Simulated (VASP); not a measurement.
Set up this calculation in VASP 6.6.1, as the native input.

* Task: relaxation of cell and atoms
* Functional: PBEsol
* Potentials or basis: VASP PAW PBE potentials, release 64 (Rh_pv)
* Cutoff: 600 eV
* k mesh: 20 × 20 × 20
* Occupations: fermi-dirac, width 0.1 eV
* Spin: no spin polarisation
* Dipole correction: no
* Further INCAR settings: ALGO = Normal; EDIFF = 1e-07; IBRION = 2; EDIFFG = -0.002; NSW = 100; ISIF = 3

The structure of Rh lies in POSCAR:

```
Rh
1.0
    0.0000000000      1.8978500000      1.8978500000
    1.8978500000      0.0000000000      1.8978500000
    1.8978500000      1.8978500000      0.0000000000
Rh
1
Direct
    0.0000000000      0.0000000000      0.0000000000
```

One way to write it, as run:

INCAR

```
PREC     = Accurate       # precision mode
ENCUT    = 600            # plane-wave cutoff, eV
EDIFF    = 1E-7           # SCF threshold, eV
ISMEAR   = -1             # smearing method
SIGMA    = 0.1            # smearing width, eV
LREAL    = F              # projectors in reciprocal space
LASPH    = T              # aspherical terms in the spheres
NELM     = 100            # most SCF steps
ALGO     = Normal         # electronic algorithm
ISIF     = 3              # what is computed and relaxed
LWAVE    = F              # write WAVECAR
LCHARG   = F              # write CHGCAR
GGA      = PS             # functional
IBRION   = 2              # ionic algorithm
NSW      = 100            # ionic steps
EDIFFG   = -0.002         # ionic threshold
```

KPOINTS

```
Automatic mesh
0
Gamma
  20 20 20
```

Potentials or basis: VASP PAW PBE potentials, release 64 (Rh_pv).

Run with:

```sh
$ cat potpaw_PBE.64/Rh_pv/POTCAR > POTCAR
$ mpirun -np 1 vasp_std > vasp.out
```

Results of the run:

* Relaxed volume: 13.51 Å³/atom
* Relaxed cell: a = 2.674 Å, b = 2.674 Å, c = 2.674 Å, α = 60.00°, β = 60.00°, γ = 60.00°
* Space group after relaxing (to 0.05 Å): Fm-3m (No. 225)
* Energy gained by relaxing: 1.7 meV/atom
* Ionic steps: 3
* Pressure after relaxing: 0.0 GPa

Caveat: the PAW data sets were made with another functional, which shifts forces and pressure a little.

It used 50 s of CPU time on 1 thread of Intel Xeon 6975P-C, on a shared host.
